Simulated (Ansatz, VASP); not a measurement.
**Al3SiNO: VASP beside Ansatz**

```
Al Si N O
1.0
     2.66630    1.53939    2.93714
    -2.66630    1.53939    2.93714
     0.00000   -3.07878    2.93714
Al Si N O
3 1 1 1
Direct
  0.16430 0.65385 0.65385
  0.65385 0.16430 0.65385
  0.65385 0.65385 0.16430
  0.16250 0.16250 0.16250
  0.66698 0.66698 0.66698
  0.94852 0.94852 0.94852
```

Change from the starting cell: species swapped into the ZrScMnNi3 type (R3m, No. 160).

Alike in both runs: task relaxation of cell and atoms; functional PBE; k mesh 12 × 12 × 12; occupations gaussian, width 0.1 eV; no spin polarisation.

|  | VASP | Ansatz |
| --- | --- | --- |
| version | VASP 6.6.1 | Ansatz 0.2.0 |
| potentials or method | VASP PAW PBE potentials, release 64 (Al, Si, N, O), cutoff 600 eV | scalar-relativistic, plane waves, PAW |
| valence electrons in the cell | 24 | 24 |

```tsv
	VASP	Ansatz	Ansatz less VASP
gap on the k mesh at the Fermi level, each at its own relaxed structure (eV)	none	none	-
relaxed volume (Å³/atom)	12.03	12.06	+0.026
relaxed length of the cell vector where the two differ most in proportion (Å)	4.253	4.256	+0.0030
```

A gap of «none» marks a metal or a gap that the smearing closes.
